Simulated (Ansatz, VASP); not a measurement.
## Two plane-wave programs on H2CF4

```
H C F
1.0
     6.88731    0.00000    0.00000
     0.00000    6.88731    0.00000
     0.00000    0.00000    6.88731
H C F
6 3 12
Cartesian
  2.2164 2.5151 3.8413
  1.9082 3.1982 3.8378
  6.1469 2.0041 0.8542
  6.2631 2.3108 0.1797
  5.3326 2.5230 4.3893
  5.2024 3.2379 4.2063
  0.6101 6.3246 3.1724
  4.3452 6.1486 -0.3234
  2.5790 2.8127 0.8098
  1.8945 6.3868 3.5413
  -0.0190 7.4391 3.5586
  0.5306 6.2066 1.8463
  0.0343 5.2658 3.7506
  4.5187 6.4820 0.9588
  3.0744 5.7817 -0.5165
  4.6246 7.1975 -1.1026
  5.1573 5.1355 -0.6330
  3.7053 3.2480 1.3816
  1.5830 3.6519 1.0953
  2.7428 2.7464 -0.5140
  2.2874 1.5951 1.2780
```

Alike in both runs: functional PBE; dispersion D3(BJ); k mesh 1 × 1 × 1; occupations fermi-dirac, width 0.05 eV; no spin polarisation.

Ansatz relaxed the structure, and its values are those at the end. VASP's run is a single point on that final structure, the one shown.

|  | VASP | Ansatz |
| --- | --- | --- |
| version | VASP 6.6.1 | Ansatz 0.2.0 |
| potentials or method | VASP PAW PBE potentials, release 64 (H, C, F), cutoff 520 eV | scalar-relativistic, plane waves, PAW |
| valence electrons in the cell | 102 | 102 |

Ansatz gave:

| Quantity | Value |
| --- | --- |
| rms of the force components (eV/Å) | 0.008 |

Q: Estimate VASP's values.

A: rms of the force components (eV/Å): 0.191.

One of these differences is far larger than is usual between the two programs; its cause wasn't traced.
